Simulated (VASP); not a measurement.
Set up this calculation in VASP 6.6.1, as the native input.

| Property | Result |
| --- | --- |
| Task | single point |
| Functional | PBE |
| Potentials or basis | VASP PAW PBE potentials, release 64 (Ge_d, C, N) |
| Cutoff | 520 eV |
| k mesh | 4 × 8 × 4 |
| Occupations | fermi-dirac, width 0.02 eV |
| Spin | no spin polarisation |
| Dipole correction | no |
| Further INCAR settings | ALGO = Normal; EDIFF = 1e-07; NBANDS = 60 |

The structure of Ge3C3N8 lies in POSCAR:

```
Ge3C3N8
1.0
    7.3203121150      0.0000000000      0.5617258821
    0.0000000000      2.8187934393      0.0000000000
   -3.1736871686      0.0000000000      6.3712428224
Ge C N
3 3 8
Direct
    0.6022088062      0.5000000000      0.8081695231
    0.7634660849      0.0000000000      0.2450454049
    0.1809009979      0.5000000000      0.3622238886
    0.9081857579      0.0000000000      0.7191729953
    0.2300166530      0.5000000000      0.7933913965
    0.3743896488      0.0000000000      0.1520501921
    0.3277852238      0.5000000000      0.6536666525
    0.5451323036      0.0000000000      0.3035992180
    0.8067223119      0.5000000000      0.6962679994
    0.6945953564      0.0000000000      0.9658887952
    0.0923484190      0.0000000000      0.7469067887
    0.9263698307      0.5000000000      0.3477325349
    0.2044327222      0.0000000000      0.2084835294
    0.3434458838      0.5000000000     -0.0025989187
```

One way to write it, as run:

INCAR

```
SYSTEM = Ge3C3N8
  PREC = Accurate
  ENCUT = 520
  EDIFF = 1E-7
  ISMEAR = -1
  SIGMA = 0.02
  LREAL = .FALSE.
  LASPH = .TRUE.
  NELM = 100
  ALGO = Normal
  ISIF = 2
  LWAVE = .FALSE.
  LCHARG = .FALSE.
  GGA = PE
  NBANDS = 60
```

KPOINTS

```
Automatic mesh
0
G
  4 8 4
  0 0 0
```

Potentials or basis: VASP PAW PBE potentials, release 64 (Ge_d, C, N).

Run with:

```console
$ cat potpaw_PBE.64/Ge_d/POTCAR potpaw_PBE.64/C/POTCAR potpaw_PBE.64/N/POTCAR > POTCAR
$ mpirun -np 1 vasp_std > vasp.out
```

Results of the run:

```yaml
Pressure: -0.3 GPa
Largest_force: 0.114 eV/Å
Band_gap_on_the_k_mesh: 0.01 eV, indirect (least direct gap 0.04 eV)
```

It took 10 min on 1 thread of Intel(R) Xeon(R) Platinum 8488C (Sapphire Rapids) (shared host), peak memory 0.45 GiB.
